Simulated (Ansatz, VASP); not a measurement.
This is a calculation of W for VASP 6.6.1.

Contents of POSCAR:

```
W
1.0
   -1.6031677168      1.6031677168      1.6031677168
    1.6031677168     -1.6031677168      1.6031677168
    1.6031677168      1.6031677168     -1.6031677168
W
1
Direct
    0.0000000000      0.0000000000      0.0000000000
```

INCAR.step1

```
SYSTEM = W
PREC = Accurate
ENCUT = 520
EDIFF = 1E-5
ISMEAR = -1
SIGMA = 0.05
LREAL = .False.
LASPH = .True.
NELM = 80
ALGO = Normal
ISIF = 2
LWAVE = .True.
LCHARG = .False.
GGA = PE
NBANDS = 13
```

The input INCAR.step2:

```
SYSTEM = W
PREC = Accurate
ENCUT = 520
EDIFF = 1E-6
ISMEAR = -1
SIGMA = 0.05
LREAL = .False.
LASPH = .True.
NELM = 80
ALGO = Normal
ISIF = 2
LWAVE = .False.
LCHARG = .False.
GGA = PE
LHFCALC = .True.
AEXX = 0.25
PRECFOCK = Normal
ISTART = 1
NBANDS = 13
```

KPOINTS

```
Automatic mesh
0
Gamma
  8 8 8
  0 0 0
```

Potentials or basis: VASP PAW PBE potentials, release 64 (W_sv).

Run with:

```bash
$ cat potpaw_PBE.64/W_sv/POTCAR > POTCAR
$ cp INCAR.step1 INCAR
$ mpirun -np 1 vasp_std > vasp.out
$ cp INCAR.step2 INCAR
$ mpirun -np 1 vasp_std > vasp.out
```

Problem. Set up the same calculation for Ansatz 0.2.0. Potentials there: Ansatz PAW.

Solution. As run (the cutoff follows the program's own potentials):

input

```
crystal:
  lattice:
    - [-1.6031677168, 1.6031677168, 1.6031677168]
    - [1.6031677168, -1.6031677168, 1.6031677168]
    - [1.6031677168, 1.6031677168, -1.6031677168]
  atoms:
    - { symbol: W, position: [0.0, 0.0, 0.0] }
hamiltonian:
  xc: pbe0
  pseudopotentials: { kind: paw }
kpoints:
  mp_grid: { grid: [8, 8, 8] }
scf:
  occupations: { method: fermi_dirac, width: 0.05 }
output:
  forces: true
  stress: true
  eigenvalues: true
```

Both were run:

|  | VASP | Ansatz | Ansatz less VASP |
| --- | --- | --- | --- |
| gap on the k mesh at the Fermi level (eV) | none | none | - |
| pressure (GPa) | -12.9 | -12.4 | +0.53 |

A gap of «none» marks a metal or a gap that the smearing closes. With one functional, cell and mesh, what is left measures potentials, basis and numerics.

Spin-orbit coupling is off throughout.
